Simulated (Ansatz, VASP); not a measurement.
## Sn2PbO3 in VASP and in Ansatz

```
Sn Pb O
1.0
     3.92089    0.00000    0.00000
     0.00000    3.92089    0.00000
     0.00000    0.00000   15.45242
Sn Pb O
4 2 6
Direct
  0.50000 0.50000 0.41502
  0.00000 0.00000 0.26726
  0.00000 0.00000 0.58632
  0.00000 0.00000 0.92720
  0.50000 0.50000 0.08104
  0.50000 0.50000 0.74001
  0.00000 0.50000 0.99741
  0.00000 0.50000 0.33766
  0.00000 0.50000 0.65651
  0.50000 0.00000 0.99741
  0.50000 0.00000 0.33766
  0.50000 0.00000 0.65651
```

Alike in both runs: functional PBE; k mesh 4 × 4 × 2; occupations gaussian, width 0.1 eV; no spin polarisation.

Ansatz relaxed the structure, and its values are those at the end. VASP's run is a single point on that final structure, the one shown.

|  | VASP | Ansatz |
| --- | --- | --- |
| version | VASP 6.6.1 | Ansatz 0.2.0 |
| potentials or method | VASP PAW PBE potentials, release 64 (Sn_d, Pb_d, O), cutoff 520 eV | scalar-relativistic, plane waves, PAW |
| valence electrons in the cell | 120 | 120 |

```tsv
	VASP	Ansatz	Ansatz less VASP
gap on the k mesh at the Fermi level (eV)	0.81	0.80	-0.009
least direct gap on the mesh (eV)	1.53	1.57	+0.034
pressure (GPa)	0.3	0.2	-0.14
rms of the force components (eV/Å)	0.028	0.005	-0.0225
```

Spin-orbit coupling is off throughout.
